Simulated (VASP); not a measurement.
**Y: single point with LDA**

The system is Y.

```
Y
1.0
    -1.95720    1.95720    1.95720
     1.95720   -1.95720    1.95720
     1.95720    1.95720   -1.95720
Y
1
Direct
  0.00000 0.00000 0.00000
```

This isn't the form of Y at room conditions, which is hcp.

| Item | Value |
| --- | --- |
| Program | VASP 6.6.1 |
| Task | single point |
| Functional | LDA |
| Potentials or basis | VASP PAW LDA potentials, release 64 (Y_sv) |
| Cutoff | 520 eV |
| k mesh | 11 × 11 × 11 |
| Occupations | fermi-dirac, width 0.1 eV |
| Spin | no spin polarisation |
| Dipole correction | no |
| Further INCAR settings | ALGO = Normal; EDIFF = 1e-06; NBANDS = 12 |

| Quantity | Value |
| --- | --- |
| Pressure | -0.2 GPa |
| Band gap on the k mesh | zero (an odd number of electrons rules out a gap without spin polarisation) |

Levels at points of the mesh, in eV from the Fermi level:
```
           k point  band 2  band 3  band 4  band 5  band 6  band 7  band 8  band 9
(0.00, 0.00, 0.00)  -22.12  -22.12  -22.12   -4.93    1.70    1.70    1.70    3.86
```

Wall time 16 s on 1 thread of Intel(R) Xeon(R) Platinum 8259CL CPU @ 2.50GHz (Skylake/Cascade Lake), on a shared host, peak memory 0.17 GiB.
